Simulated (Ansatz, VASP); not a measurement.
# Two plane-wave programs on Hf

```
CELL_PARAMETERS angstrom
-1.77274 1.77274 1.77274
1.77274 -1.77274 1.77274
1.77274 1.77274 -1.77274
ATOMIC_POSITIONS crystal
Hf 0.00000 0.00000 0.00000
```

Alike in both runs: functional PBE; k mesh 16 × 16 × 16; occupations gaussian, width 0.1 eV; no spin polarisation.

Ansatz relaxed the structure, and its values are those at the end. VASP's run is a single point on that final structure, the one shown.

|  | VASP | Ansatz |
| --- | --- | --- |
| version | VASP 6.6.1 | Ansatz 0.2.0 |
| potentials or method | VASP PAW PBE potentials, release 64 (Hf_pv), cutoff 520 eV | scalar-relativistic, plane waves, PAW |
| valence electrons in the cell | 10 | 26 |

|  | VASP | Ansatz | Ansatz less VASP |
| --- | --- | --- | --- |
| gap on the k mesh at the Fermi level (eV) | none | none | - |
| pressure (GPa) | -0.4 | -0.1 | +0.31 |

A gap of «none» marks a metal or a gap that the smearing closes. The functional is the same, so the differences come from potentials, cutoffs and numerics. VASP's potentials hold 10 valence electrons a cell and Ansatz's 26, so a difference there can come from the potentials and not from the codes.

Neither program's run includes spin-orbit coupling.
